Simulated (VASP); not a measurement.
**SiO2: single point with LDA**

The system is SiO2.

```
Si O
1.0
     4.04653    0.00000    0.00000
     0.00000    4.99935    0.00000
     0.00000    0.00000    4.46237
Si O
4 8
Direct
  0.50000 0.34773 0.75000
  0.00000 0.15227 0.25000
  0.50000 0.65227 0.25000
  0.00000 0.84773 0.75000
  0.26822 0.61716 0.58042
  0.76822 0.88284 0.41958
  0.23178 0.88284 0.08042
  0.73178 0.61716 0.91958
  0.26822 0.38284 0.08042
  0.76822 0.11716 0.91958
  0.23178 0.11716 0.58042
  0.73178 0.38284 0.41958
```

```yaml
Program: VASP 6.6.1
Task: single point
Functional: LDA
Potentials_or_basis: VASP PAW LDA potentials, release 64 (Si, O)
Cutoff: 520 eV
k_mesh: 6 × 6 × 6
Occupations: gaussian, width 0.02 eV
Spin: no spin polarisation
```

```
Pressure               : 1.1 GPa
Largest force          : 0.035 eV/Å
Band gap on the k mesh : 6.10 eV, direct
```

Forces in eV/Å, atoms in the order of the input:
```
Si   0.000 -0.035  0.000
Si   0.000  0.035  0.000
Si   0.000  0.035  0.000
Si   0.000 -0.035  0.000
O   -0.011  0.001  0.011
O   -0.011 -0.001 -0.011
O    0.011 -0.001  0.011
O    0.011  0.001 -0.011
O   -0.011 -0.001  0.011
O   -0.011  0.001 -0.011
O    0.011  0.001  0.011
O    0.011 -0.001 -0.011
```

Stress tensor (GPa, compression positive):
```
0.91 0.00 0.00
0.00 0.99 0.00
0.00 0.00 1.38
```

Levels at points of the mesh, in eV from the valence-band top:
```
           k point  band 28  band 29  band 30  band 31  band 32  band 33  band 34  band 35  band 36  band 37
(0.00, 0.00, 0.00)    -1.54    -0.83    -0.42    -0.37     0.00     6.10     7.67     8.87     9.07    10.16
(0.50, 0.00, 0.00)    -1.74    -0.56    -0.56    -0.38    -0.38     7.95     7.95     8.48     8.48    10.54
(0.00, 0.50, 0.00)    -2.16    -1.81    -1.81    -0.25    -0.25     7.80     7.80     9.92     9.92    11.08
(0.50, 0.50, 0.00)    -1.85    -1.27    -1.27    -0.49    -0.49     8.38     8.38     9.48     9.48    10.79
(0.00, 0.00, 0.50)    -1.39    -0.80    -0.80    -0.50    -0.50     7.82     7.82     8.41     8.41     9.42
(0.50, 0.00, 0.50)    -1.99    -0.81    -0.81    -0.81    -0.81     7.82     7.82     7.82     7.82    10.70
(0.00, 0.50, 0.50)    -2.78    -0.82    -0.82    -0.82    -0.82     9.06     9.06     9.06     9.06    10.59
(0.50, 0.50, 0.50)    -2.55    -1.05    -1.05    -1.05    -1.05     8.43     8.43     8.43     8.43    11.18
```

It took 5.4 min on 1 thread of Intel Xeon 6975P-C, with other jobs on the host, peak memory 0.29 GiB.

A k mesh can miss the band edges. Expect the measured gap to be larger: semilocal functionals such as LDA lack the derivative discontinuity.
